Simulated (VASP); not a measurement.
Ag:

```
CELL_PARAMETERS angstrom
0.00000 2.04275 2.04275
2.04275 0.00000 2.04275
2.04275 2.04275 0.00000
ATOMIC_POSITIONS crystal
Ag 0.00000 0.00000 0.00000
```

```yaml
Program: VASP 6.6.1
Task: relaxation of cell and atoms
Functional: PBE
Potentials_or_basis: VASP PAW PBE potentials, release 64 (Ag)
Cutoff: 600 eV
k_mesh: 18 × 18 × 18
Occupations: gaussian, width 0.1 eV
Spin: no spin polarisation
```

At the start: pressure 4.5 GPa; volume 17.05 Å³/atom.

Q: Where does the relaxation end?

A: Over 3 steps the energy falls by 10.2 meV/atom and the volume is 17.80 Å³/atom (+4.4 %); space group Fm-3m (No. 225, to 0.05 Å).

Step by step:
| step | energy change (eV) | largest force (eV/Å) | pressure (GPa) | volume (Å³) |
| --- | --- | --- | --- | --- |
| 1 | 0.0000 | 0.0000 | 4.53 | 17.05 |
| 2 | -0.0069 | 0.0000 | -2.18 | 18.27 |
| 3 | -0.0102 | 0.0000 | 0.01 | 17.80 |

Final structure:
```xyz
1
Lattice="0.0000 2.0725 2.0725 2.0725 0.0000 2.0725 2.0725 2.0725 0.0000" Properties=species:S:1:pos:R:3 pbc="T T T"
Ag    0.0000    0.0000    0.0000
```
